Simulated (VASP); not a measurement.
# Se (P3_121) in VASP: a series of runs

Se is run at these levels: PBE+D4, PBE, PBE+D3(BJ), r2SCAN+rVV10; tasks: single point.

Everything below comes from runs of VASP 6.6.1. Logs are shortened: lines on timing, memory, paths and dates and some standing lists are left out, and cuts for length are marked.

**1. The cell of the first run**

Symmetry: P3_121, No. 152, trigonal system. Conventional cell: a = 4.063 Å, b = 4.063 Å, c = 5.127 Å, α = 90.00°, β = 90.00°, γ = 120.00°. Se (site symmetry 2) has 6 Se at 2.44 to 3.19 Å within 3.2 Å.

**2. Single point, PBE+D4**

Contents of INCAR:

```
SYSTEM = Se
  ALGO = Normal
  EDIFF = 1E-7
  ENCUT = 520
  GGA = PE
  ISIF = 2
  ISMEAR = -1
  IVDW = 13
  LASPH = .TRUE.
  LCHARG = .FALSE.
  LREAL = .FALSE.
  LWAVE = .FALSE.
  NBANDS = 16
  NELM = 80
  PREC = Accurate
  SIGMA = 0.02
```

Contents of KPOINTS:

```
k-points
0
G
  6 6 4
  0 0 0
```

Contents of POSCAR:

```
Se
1.0
    4.0632047243      0.0000000000      0.0000000000
   -2.0316023622      3.5188385120      0.0000000000
    0.0000000000      0.0000000000      5.1272646274
Se
3
Direct
    0.2475571639      0.0000000000      0.3333333333
    0.0000000000      0.2475571639      0.6666666667
    0.7524428361      0.7524428361      0.0000000000
```

Potentials or basis: VASP PAW PBE potentials, release 64 (Se).

Run with:

```console
$ cat potpaw_PBE.64/Se/POTCAR > POTCAR
$ mpirun -np 1 vasp_std > vasp.out
```

OUTCAR:

```text
SYSTEM = Se
   EDIFF = 1E-7
   ENCUT = 520
   GGA = PE
   ISIF = 2
   ISMEAR = -1
   IVDW = 13
   LASPH = .TRUE.
   LREAL = .FALSE.
   NELM = 80
   PREC = Accurate

 ion  position               nearest neighbor table
   1  0.248  0.000  0.333-   3 2.44   2 2.44
   2  0.000  0.248  0.667-   3 2.44   1 2.44
   3  0.752  0.752  0.000-   1 2.44   2 2.44

  LATTYP: Found a hexagonal cell.
 ALAT       =     4.0632047243
 C/A-ratio  =     1.2618770097

  Lattice vectors:

 A1 = (   4.0632047243,   0.0000000000,   0.0000000000)
 A2 = (  -2.0316023622,   3.5188385120,   0.0000000000)
 A3 = (   0.0000000000,   0.0000000000,   5.1272646274)

Analysis of symmetry for initial positions (statically):
=====================================================================
 Subroutine PRICEL returns:
 Original cell was already a primitive cell.

 Routine SETGRP: Setting up the symmetry group for a
 hexagonal supercell.

 Subroutine GETGRP returns: Found  6 space group operations
 (whereof  2 operations were pure point group operations)
 out of a pool of 24 trial point group operations.

The static configuration has the point symmetry C_2 .
 The point group associated with its full space group is D_3 .

Analysis of symmetry for dynamics (positions and initial velocities):
=====================================================================
 Subroutine PRICEL returns:
 Original cell was already a primitive cell.

 Routine SETGRP: Setting up the symmetry group for a
 hexagonal supercell.

 Subroutine GETGRP returns: Found  6 space group operations
 (whereof  2 operations were pure point group operations)
 out of a pool of 24 trial point group operations.

The dynamic configuration has the point symmetry C_2 .
 The point group associated with its full space group is D_3 .

 Subroutine INISYM returns: Found  6 space group operations
 (whereof  2 operations are pure point group operations),
 and found     1 'primitive' translations

----------------------------------------------------------------------------------------

                                     Primitive cell

  volume of cell :      73.3084

  direct lattice vectors                    reciprocal lattice vectors
     4.063204724  0.000000000  0.000000000     0.246111153  0.142092341  0.000000000
    -2.031602362  3.518838512  0.000000000     0.000000000  0.284184681  0.000000000
     0.000000000  0.000000000  5.127264627     0.000000000  0.000000000  0.195035769

  length of vectors
[... 83 lines left out ...]
   EDIFF  = 0.1E-06   stopping-criterion for ELM
   LREAL  =      F    real-space projection
   EDIFFG = 0.1E-05   stopping-criterion for IOM
   NSW    =      0    number of steps for IOM
   IBRION =     -1    ionic relax: 0-MD 1-quasi-New 2-CG
   NFREE  =      0    steps in history (QN), initial steepest desc. (CG)
   ISIF   =      2    stress and relaxation
   ISYM   =      2    0-nonsym 1-usesym 2-fastsym
   POTIM  = 0.5000    time-step for ionic-motion
   TEBEG  =    0.0;   TEEND  =   0.0 temperature during run
   PSTRESS=    0.0 pullay stress
   NELECT =      18.0000    total number of electrons
   NUPDOWN=      -1.0000    fix difference up-down
   EMIN   =  10.00;   EMAX   =-10.00  energy-range for DOS
   EFERMI =   0.00;   METHOD = LEGACY
   ISMEAR =    -1;   SIGMA  =   0.02  broadening in eV -4-tet -1-fermi 0-gaus
   EFERMI_NEDOS =   21; number of points for ismear=-14 and -15
   IALGO  =     38    algorithm
   IMIX   =      4    mixing-type and parameters
     AMIX     =   0.40;   BMIX     =  1.00
     AMIX_MAG =   1.60;   BMIX_MAG =  1.00
  volume/ion in A,a.u.               =      24.44       164.90
  Fermi-wavevector in a.u.,A,eV,Ry     =   1.025135  1.937224 14.298387  1.050902
  Thomas-Fermi vector in A             =   2.158959
   LORBIT       =      0    0 simple, 1 ext, 2 COOP (PROOUT), +10 PAW based schemes
   GGA     = PE    functional components
   LHFCALC =     F    Hartree Fock is set to
   AEXX    =    0.0000 exact exchange contribution
   IVDW    =    13    specifies the selected vdW correction
   LEPSILON=     F    determine dielectric tensor
   LRPA    =     F    only Hartree local field effects (RPA)
 non-spin polarized calculation
  energy-cutoff  :      520.00
  volume of cell :       73.31
 maximum number of plane-waves:      2000
   NGX = 15   NGY = 15   NGZ = 19

 number of electron      17.9999998 magnetization

 Free energy of the ion-electron system (eV)
  ---------------------------------------------------
  ext. energy  EPLUGINS =         0.00000000
  ---------------------------------------------------
  free energy    TOTEN  =       -10.41798399 eV

  energy without entropy =      -10.41798394  energy(sigma->0) =      -10.41798396

 E-fermi :   3.9703     XC(G=0):  -9.4439

 val. band max:        3.7026172000   @ k =   0.3333   0.3333   0.5000
 cond. band min:       4.2235513436   @ k =   0.3333   0.3333   0.5000
 fundamental gap:      0.5209341436
 Fermi energy:         3.9702647617

 k-point     1 :       0.0000    0.0000    0.0000
  band No.  band energies     occupation
      1     -12.2615      2.00000
      2      -8.2108      2.00000
      3      -8.2108      2.00000
      4       0.0663      2.00000
      5       0.2688      2.00000
      6       0.2688      2.00000
[... 433 lines left out ...]
      3      -7.5514      2.00000
      4      -2.2014      2.00000
      5      -1.7496      2.00000
      6      -1.7496      2.00000
[... 8 lines left out ...]
     15      12.2458      0.00000
     16      12.4625      0.00000

------------------------ aborting loop because EDIFF is reached ----------------------------------------

  DFT-D4 for vdW energy calculation

  Edisp (eV):   -1.18125

  FORCE on cell =-STRESS in cart. coord.  units (eV):
  Direction    XX          YY          ZZ          XY          YZ          ZX
  --------------------------------------------------------------------------------------
  -------------------------------------------------------------------------------------
  Total       0.04460     0.04460     0.08272    -0.00000     0.00000     0.00000
  in kB       0.97485     0.97485     1.80785    -0.00000     0.00000     0.00000
  external pressure =        1.25 kB  Pullay stress =        0.00 kB

 VOLUME and BASIS-vectors are now :
 -----------------------------------------------------------------------------
  energy-cutoff  :      520.00
  volume of cell :       73.31
      direct lattice vectors                 reciprocal lattice vectors
     4.063204724  0.000000000  0.000000000     0.246111153  0.142092341  0.000000000
    -2.031602362  3.518838512  0.000000000     0.000000000  0.284184681  0.000000000
     0.000000000  0.000000000  5.127264627     0.000000000  0.000000000  0.195035769

 POSITION                                       TOTAL-FORCE (eV/Angst)
 -----------------------------------------------------------------------------------
      1.00588      0.00000      1.70909         0.020631      0.000000      0.000000
     -0.50294      0.87111      3.41818        -0.010316      0.017867     -0.000000
      1.52866      2.64772      0.00000        -0.010316     -0.017867      0.000000
 -----------------------------------------------------------------------------------
    total drift:                               -0.000001     -0.000001      0.000000

  FREE ENERGIE OF THE ION-ELECTRON SYSTEM (eV)
  ---------------------------------------------------
  free  energy   TOTEN  =       -11.5992348159 eV

  energy  without entropy=      -11.5992347664  energy(sigma->0) =      -11.59923479
```

OSZICAR:

```text
N       E                     dE             d eps       ncg     rms          rms(c)
DAV:   1     0.828701425017E+02    0.82870E+02   -0.73889E+03   768   0.949E+02
DAV:   2    -0.544532551157E+01   -0.88315E+02   -0.83813E+02  1040   0.158E+02
DAV:   3    -0.104422670965E+02   -0.49969E+01   -0.49772E+01   960   0.423E+01
DAV:   4    -0.104733769486E+02   -0.31110E-01   -0.31105E-01  1056   0.399E+00
DAV:   5    -0.104735729600E+02   -0.19601E-03   -0.19601E-03   984   0.308E-01    0.693E+00
DAV:   6    -0.104311058364E+02    0.42467E-01   -0.28873E-02   984   0.111E+00    0.428E+00
DAV:   7    -0.104185937869E+02    0.12512E-01   -0.58248E-02   976   0.155E+00    0.180E-01
DAV:   8    -0.104178784836E+02    0.71530E-03   -0.87556E-03   848   0.574E-01    0.102E-01
DAV:   9    -0.104179541098E+02   -0.75626E-04   -0.23845E-04  1104   0.103E-01    0.363E-02
DAV:  10    -0.104179824623E+02   -0.28353E-04   -0.37333E-05   904   0.423E-02    0.675E-03
DAV:  11    -0.104179842070E+02   -0.17447E-05   -0.72114E-06  1072   0.167E-02    0.366E-03
DAV:  12    -0.104179840583E+02    0.14871E-06   -0.17272E-06   984   0.838E-03    0.186E-03
DAV:  13    -0.104179839870E+02    0.71264E-07   -0.20412E-07   968   0.270E-03
   1 F= -.11599235E+02 E0= -.11599235E+02  d E =-.494446E-07
```

Run time: 47 s. Hardware: 1 thread of Intel Xeon 8259CL, shared host; peak memory 0.18 GiB.

What came out:

- Free energy: -11.5992 eV
- Pressure: 0.1 GPa
- Largest force: 0.021 eV/Å
- Band gap on the k mesh: 0.52 eV
- Dispersion energy per atom: -0.394 eV

Forces in eV/Å, atoms in the order of the input:
```
Se   0.021  0.000  0.000
Se  -0.010  0.018  0.000
Se  -0.010 -0.018  0.000
```

A k mesh can miss the band edges. PBE gaps usually lie below the measured ones, often by a third to a half.

**3. Single point, PBE**

This run uses another cell than the first one, of 26.81 Å³/atom.

Contents of INCAR:

```
PREC = Accurate ; ENCUT = 520
EDIFF = 1E-6 ; ISMEAR = 0
SIGMA = 0.01 ; LREAL = F
LASPH = T ; NELM = 80
ALGO = Normal ; ISIF = 2
LWAVE = F ; LCHARG = F
GGA = PE ; NBANDS = 16
```

Contents of KPOINTS:

```
Automatic mesh
0
Gamma
  6 6 4
```

Contents of POSCAR:

```
Se
1.0
    4.2926441753      0.0000000000      0.0000000000
   -2.1463220877      3.7175389052      0.0000000000
    0.0000000000      0.0000000000      5.0408601212
Se
3
Direct
    0.2284678487      0.0000000000      0.3333333333
    0.0000000000      0.2284678487      0.6666666667
    0.7715321513      0.7715321513      0.0000000000
```

Potentials or basis: VASP PAW PBE potentials, release 64 (Se).

Run with:

```console
$ cat potpaw_PBE.64/Se/POTCAR > POTCAR
$ mpirun -np 1 vasp_std > vasp.out
```

Wall time 39 s (1 thread of Intel Xeon 8259CL, shared host); peak memory 0.2 GiB.

It converged, with:

| Property | Result |
| --- | --- |
| Free energy | -10.4771 eV |
| Pressure | 2.4 GPa |
| Largest force | 0.332 eV/Å |
| Band gap on the k mesh | 0.83 eV (least direct gap 0.97 eV) |

Forces on the atoms (eV/Å):
```
Se   0.332  0.000  0.000
Se  -0.166  0.288  0.000
Se  -0.166 -0.288  0.000
```

Stress tensor (GPa, compression positive):
```
2.09 0.00 0.00
0.00 2.09 0.00
0.00 0.00 2.97
```

Levels at points of the mesh, in eV from the valence-band top:
```tsv
k point	band 7	band 8	band 9	band 10	band 11	band 12
(0.00, 0.00, 0.00)	-1.95	-1.95	-0.38	1.78	1.78	2.21
(0.50, 0.00, 0.00)	-2.99	-1.71	-0.99	1.85	2.25	4.15
(0.00, 0.00, 0.50)	-1.46	-1.46	-1.19	1.19	1.24	1.24
(0.50, 0.00, 0.50)	-1.96	-1.48	0.00	1.50	2.80	2.86
```

A k mesh can miss the band edges.

**4. Single point, PBE**

This run uses another cell than the first one, of 26.81 Å³/atom.

Contents of INCAR:

```
SYSTEM = Se
ALGO = Normal ; EDIFF = 1E-6
ENCUT = 520 ; GGA = PE
ISIF = 2 ; ISMEAR = 0
LASPH = .TRUE. ; LCHARG = .FALSE.
LREAL = .FALSE. ; LWAVE = .FALSE.
NBANDS = 16 ; NELM = 100
PREC = Accurate ; SIGMA = 0.01
```

Contents of KPOINTS:

```
k-points
0
G
  6 6 4
  0 0 0
```

POSCAR is that of step 3.

Run with:

```console
$ cat potpaw_PBE.64/Se/POTCAR > POTCAR
$ mpirun -np 1 vasp_std > vasp.out
```

Wall time 44 s (1 thread of Intel Xeon 8259CL, shared host); peak memory 0.19 GiB.

Results (log left out):

| Item | Value |
| --- | --- |
| Free energy | -10.4771 eV |
| Pressure | 2.4 GPa |
| Largest force | 0.332 eV/Å |
| Band gap on the k mesh | 0.83 eV (least direct gap 0.97 eV) |

Forces on the atoms (eV/Å):
```
Se   0.332  0.000  0.000
Se  -0.166  0.288  0.000
Se  -0.166 -0.288  0.000
```

Stress tensor (GPa, compression positive):
```
2.09 0.00 0.00
0.00 2.09 0.00
0.00 0.00 2.97
```

Levels at points of the mesh, in eV from the valence-band top:
```tsv
k point	band 6	band 7	band 8	band 9	band 10	band 11	band 12	band 13
(0.00, 0.00, 0.00)	-3.65	-1.95	-1.95	-0.38	1.78	1.78	2.21	6.29
(0.50, 0.00, 0.00)	-3.43	-2.99	-1.71	-0.99	1.85	2.25	4.15	5.16
(0.00, 0.00, 0.50)	-3.25	-1.46	-1.46	-1.19	1.19	1.24	1.24	6.13
(0.50, 0.00, 0.50)	-4.18	-1.96	-1.48	0.00	1.50	2.80	2.86	6.22
```

A k mesh can miss the band edges. As with any semilocal functional, this PBE gap is likely too small.

**5. Single point, PBE+D3(BJ)**

Contents of INCAR:

```
PREC = Accurate ; ENCUT = 520
EDIFF = 1E-6 ; ISMEAR = -1
SIGMA = 0.02 ; LREAL = False
LASPH = True ; NELM = 80
ALGO = Normal ; ISIF = 2
LWAVE = False ; LCHARG = True
GGA = PE ; IVDW = 12
LELF = True ; LVHAR = True
NBANDS = 16
```

Contents of KPOINTS:

```
regular mesh
0
Gamma
  6 6 6
```

Contents of POSCAR:

```
Se
1.0
    4.0662410296      0.0000000000      0.0000000000
   -2.0331205148      3.5214680296      0.0000000000
    0.0000000000      0.0000000000      5.1274763545
Se
3
Direct
    0.2475669228      0.0000000000      0.3333333333
    0.0000000000      0.2475669228      0.6666666667
    0.7524330772      0.7524330772      0.0000000000
```

Run with:

```console
$ cat potpaw_PBE.64/Se/POTCAR > POTCAR
$ mpirun -np 1 vasp_std > vasp.out
```

Run time: 46 s. Hardware: 1 thread of Intel Xeon 8259CL, shared host; peak memory 0.2 GiB.

The run converged. Its results:

```
Free energy                : -11.4904 eV
Pressure                   : 0.1 GPa
Largest force              : 0.017 eV/Å
Band gap on the k mesh     : 0.53 eV
Dispersion energy per atom : -0.357 eV
```

Forces in eV/Å, atoms in the order of the input:
```
Se   0.017  0.000  0.000
Se  -0.009  0.015  0.000
Se  -0.009 -0.015  0.000
```

Levels at points of the mesh, in eV from the valence-band top:
| k point | band 6 | band 7 | band 8 | band 9 | band 10 | band 11 | band 12 | band 13 |
| --- | --- | --- | --- | --- | --- | --- | --- | --- |
| (0.00, 0.00, 0.00) | -3.43 | -1.86 | -1.86 | -0.52 | 1.48 | 1.48 | 2.07 | 6.42 |
| (0.50, 0.00, 0.00) | -3.77 | -3.52 | -1.45 | -0.97 | 1.49 | 1.74 | 4.27 | 4.48 |
| (0.00, 0.00, 0.50) | -3.09 | -1.37 | -1.34 | -1.34 | 0.95 | 0.97 | 0.97 | 5.70 |
| (0.50, 0.00, 0.50) | -4.21 | -2.39 | -1.91 | -0.06 | 1.33 | 2.52 | 2.97 | 6.05 |

A k mesh can miss the band edges. Expect the measured gap to be larger: semilocal functionals such as PBE lack the derivative discontinuity.

**6. Single point, r2SCAN+rVV10**

This run uses another cell than the first one, of 26.81 Å³/atom.

Contents of POSCAR:

```
Se
1.0
    4.2926441753      0.0000000000      0.0000000000
   -2.1463220877      3.7175389052      0.0000000000
    0.0000000000      0.0000000000      5.0408601212
Se
3
Direct
    0.2284678487      0.0000000000      0.3333333333
    0.0000000000      0.2284678487      0.6666666667
    0.7715321513      0.7715321513      0.0000000000
```

Contents of INCAR.step1:

```
SYSTEM = Se
PREC = Accurate ; ENCUT = 520
ISMEAR = -1 ; SIGMA = 0.02
LREAL = .False. ; LASPH = .True.
NELM = 60 ; NBANDS = 16
GGA = PE ; ALGO = Normal
EDIFF = 1E-4 ; LWAVE = .True.
LCHARG = .False.
```

Contents of INCAR.step2:

```
SYSTEM = Se
PREC = Accurate ; ENCUT = 520
EDIFF = 1E-6 ; ISMEAR = -1
SIGMA = 0.02 ; LREAL = .False.
LASPH = .True. ; NELM = 60
ALGO = Normal ; ISIF = 2
LWAVE = .False. ; LCHARG = .False.
METAGGA = R2SCAN ; LMIXTAU = .True.
LUSE_VDW = .True. ; IVDW_NL = 2
BPARAM = 11.95 ; CPARAM = 0.0093
NBANDS = 16 ; ISTART = 1
```

Contents of KPOINTS:

```
Automatic mesh
0
Gamma
  6 6 4
  0 0 0
```

Potentials or basis: VASP PAW PBE potentials, release 64 (Se).

Run with:

```console
$ cat potpaw_PBE.64/Se/POTCAR > POTCAR
$ cp INCAR.step1 INCAR
$ mpirun -np 1 vasp_std > vasp.out
$ cp INCAR.step2 INCAR
$ mpirun -np 1 vasp_std > vasp.out
```

It took 4.5 min on 1 thread of Intel Xeon 8259CL, shared host; peak memory 0.37 GiB.

The run converged. Its results:

```
Free energy            : -42.4797 eV
Pressure               : 0.1 GPa
Largest force          : 0.015 eV/Å
Band gap on the k mesh : 1.05 eV (least direct gap 1.21 eV)
```

Forces on the atoms (eV/Å):
```
Se   0.015  0.000  0.000
Se  -0.008  0.013  0.000
Se  -0.008 -0.013  0.000
```

Levels at points of the mesh, in eV from the valence-band top:
| k point | band 5 | band 6 | band 7 | band 8 | band 9 | band 10 | band 11 | band 12 | band 13 | band 14 |
| --- | --- | --- | --- | --- | --- | --- | --- | --- | --- | --- |
| (0.00, 0.00, 0.00) | -3.87 | -3.79 | -2.06 | -2.06 | -0.44 | 2.00 | 2.00 | 2.42 | 6.84 | 6.85 |
| (0.50, 0.00, 0.00) | -4.90 | -3.57 | -3.09 | -1.79 | -1.06 | 2.07 | 2.48 | 4.41 | 5.49 | 8.35 |
| (0.00, 0.00, 0.50) | -3.39 | -3.39 | -1.53 | -1.53 | -1.29 | 1.34 | 1.45 | 1.45 | 6.62 | 7.76 |
| (0.50, 0.00, 0.50) | -4.56 | -4.33 | -2.01 | -1.55 | 0.00 | 1.70 | 3.01 | 3.09 | 6.58 | 8.33 |

Caveat: the PAW data sets were made with another functional, which shifts forces and pressure a little. A k mesh can miss the band edges.

**7. Overview**

| level | cell | k mesh | smearing | gap on the mesh (eV) | pressure (GPa) | largest force (eV/Å) |
| --- | --- | --- | --- | --- | --- | --- |
| PBE+D4 | a = 4.063, b = 4.063, c = 5.127 Å, angles 90.0, 90.0, 120.0°, 3 atoms, atomic positions A | 6 × 6 × 4 | fermi-dirac 0.02 eV | 0.52 | 0.1 | 0.02 |
| PBE | a = 4.293, b = 4.293, c = 5.041 Å, angles 90.0, 90.0, 120.0°, 3 atoms, atomic positions B | 6 × 6 × 4 | gaussian 0.01 eV | 0.83 | 2.4 | 0.33 |
| PBE+D3(BJ) | a = 4.066, b = 4.066, c = 5.127 Å, angles 90.0, 90.0, 120.0°, 3 atoms, atomic positions A | 6 × 6 × 6 | fermi-dirac 0.02 eV | 0.53 | 0.1 | 0.02 |
| r2SCAN+rVV10 | a = 4.293, b = 4.293, c = 5.041 Å, angles 90.0, 90.0, 120.0°, 3 atoms, atomic positions B | 6 × 6 × 4 | fermi-dirac 0.02 eV | 1.05 | 0.1 | 0.02 |

Alike in all rows: task single point; potentials or basis VASP PAW PBE potentials, release 64 (Se); no spin polarisation; cutoff (eV) 520.

Caveats: the PAW data sets were made with another functional, which shifts forces and pressure a little (at least some runs).

Absolute energies hang on the potentials; compare differences alone.
